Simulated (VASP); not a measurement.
SrO, 4 atoms in the cell. The structure is hexagonal, space group P6_3/mmc (No. 194). Conventional cell: a = 4.236 Å, b = 4.236 Å, c = 5.109 Å, α = 90.00°, β = 90.00°, γ = 120.00°. Within 3.2 Å of Sr (site symmetry -6m2) lie 5 O at 2.45 to 2.55 Å. O (site symmetry -6m2) has 5 Sr at 2.45 to 2.55 Å within 3.2 Å. 

```yaml
Program: VASP 6.6.1
Task: single point
Functional: PBEsol
Potentials_or_basis: VASP PAW PBE potentials, release 64 (Sr_sv, O)
Cutoff: 520 eV
k_mesh: 6 × 6 × 6
Occupations: gaussian, width 0.02 eV
Spin: no spin polarisation
Dipole_correction: no
Further_INCAR_settings: ALGO = Normal; EDIFF = 1e-06; NBANDS = 24
```

Potentials or basis: VASP PAW PBE potentials, release 64 (Sr_sv, O).

The run is started by

```bash
$ cat potpaw_PBE.64/Sr_sv/POTCAR potpaw_PBE.64/O/POTCAR > POTCAR
$ mpirun -np 1 vasp_std > vasp.out
```

Hardware: 1 thread of Intel(R) Xeon(R) Platinum 8488C (Sapphire Rapids), with other jobs on the host.

How long does it take, and how much memory?

Run time: 41 s on 1 thread of Intel(R) Xeon(R) Platinum 8488C (Sapphire Rapids), with other jobs on the host, peak memory 0.21 GiB. Counts: scf iterations 15, k points 28.
